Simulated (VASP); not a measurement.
CO2:

```
O C
1.0
     2.63591   -2.38738    0.00000
     2.63591    2.38738    0.00000
     0.00000    0.00000    6.58717
O C
4 2
Direct
  0.30651 0.69349 0.60816
  0.69349 0.30651 0.39184
  0.19349 0.80651 0.10816
  0.80651 0.19349 0.89184
  0.50000 0.50000 0.50000
  0.00000 0.00000 0.00000
```

Base run:

* Program: VASP 6.6.1
* Functional: r2SCAN
* Potentials or basis: VASP PAW PBE potentials, release 64 (O, C)
* Cutoff: 520 eV
* k mesh: 8 × 8 × 4
* Occupations: fermi-dirac, width 0.05 eV
* Spin: no spin polarisation

Its results: band gap on the k mesh 7.22 eV, indirect (least direct gap 7.79 eV); pressure 0.4 GPa; largest force 0.055 eV/Å.

Task: The run is repeated on the same cell with these changes: functional from r2SCAN to PBEsol. What comes out?

Result: Band gap on the k mesh 6.52 eV, indirect (least direct gap 7.09 eV); pressure 2.8 GPa; largest force 0.664 eV/Å.

r2SCAN gives the wider gap, since meta-GGAs in the generalised Kohn-Sham scheme recover part of the derivative discontinuity.

Caveats: the PAW data sets were made with another functional, which shifts forces and pressure a little.

A k mesh can miss the band edges.
